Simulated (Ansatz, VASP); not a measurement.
**NbH2 in VASP and in Ansatz**

```
CELL_PARAMETERS angstrom
0.00000 2.28150 2.28150
2.28150 0.00000 2.28150
2.28150 2.28150 0.00000
ATOMIC_POSITIONS crystal
Nb 0.00000 0.00000 0.00000
H 0.25000 0.25000 0.25000
H 0.75000 0.75000 0.75000
```

Alike in both runs: task single point; functional PBEsol; k mesh 6 × 6 × 6; occupations gaussian, width 0.1 eV; no spin polarisation.

|  | VASP | Ansatz |
| --- | --- | --- |
| version | VASP 6.6.1 | Ansatz 0.2.0 |
| potentials or method | VASP PAW PBE potentials, release 64 (Nb_sv, H), cutoff 500 eV | scalar-relativistic, plane waves, PAW |
| valence electrons in the cell | 15 | 15 |

|  | VASP | Ansatz | Ansatz less VASP |
| --- | --- | --- | --- |
| gap on the k mesh at the Fermi level (eV) | none | none | - |
| pressure (GPa) | -6.1 | -5.7 | +0.42 |

VASP's potentials were made for PBE, not for PBEsol. A gap of «none» marks a metal or a gap that the smearing closes.

The k mesh is coarse, so the values compare programs but aren't converged.
